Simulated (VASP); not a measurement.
Crystal: Co2Ir.

```
CELL_PARAMETERS angstrom
0.00000 2.53989 2.53989
2.53989 0.00000 2.53989
2.53989 2.53989 0.00000
ATOMIC_POSITIONS crystal
Co 0.25000 0.25000 0.25000
Co 0.75000 0.75000 0.75000
Ir 0.00000 0.00000 0.00000
```

```yaml
Program: VASP 6.6.1
Task: relaxation of cell and atoms
Functional: PBE
Potentials_or_basis: VASP PAW PBE potentials, release 64 (Co, Ir)
Cutoff: 600 eV
k_mesh: 6 × 6 × 6
Occupations: gaussian, width 0.1 eV
Spin: collinear spin, ferromagnetic start
Starting_moments: "[0.93, 0.93, 0.46] μB"
```

At the start: pressure 109.6 GPa; volume 10.92 Å³/atom.

How do energy, volume and symmetry change on relaxing?

Over 6 steps the energy falls by 994.7 meV/atom and the volume is 14.88 Å³/atom (+36.2 %); space group Fm-3m (No. 225, to 0.05 Å); moment 3.71 μB per cell.

The path:
| step | energy change (eV) | largest force (eV/Å) | pressure (GPa) | volume (Å³) |
| --- | --- | --- | --- | --- |
| 1 | 0.0000 | 0.0000 | 109.55 | 32.77 |
| 2 | 1.9636 | 0.0000 | -22.45 | 82.49 |
| 3 | -2.9021 | 0.0000 | -8.34 | 47.42 |
| 4 | -2.9669 | 0.0000 | -4.21 | 45.80 |
| 5 | -2.9838 | 0.0000 | 0.58 | 44.37 |
| 6 | -2.9840 | 0.0000 | -0.36 | 44.63 |

Final structure:
```yaml
crystal:
  lattice:
    - [0.00000, 2.81536, 2.81536]
    - [2.81536, 0.00000, 2.81536]
    - [2.81536, 2.81536, 0.00000]
  atoms:
    - { symbol: Co, position: [0.25000, 0.25000, 0.25000] }
    - { symbol: Co, position: [0.75000, 0.75000, 0.75000] }
    - { symbol: Ir, position: [0.00000, 0.00000, 0.00000] }
```

Caveat: the volume moved by over 15 % at a fixed basis, so the end points are rough.
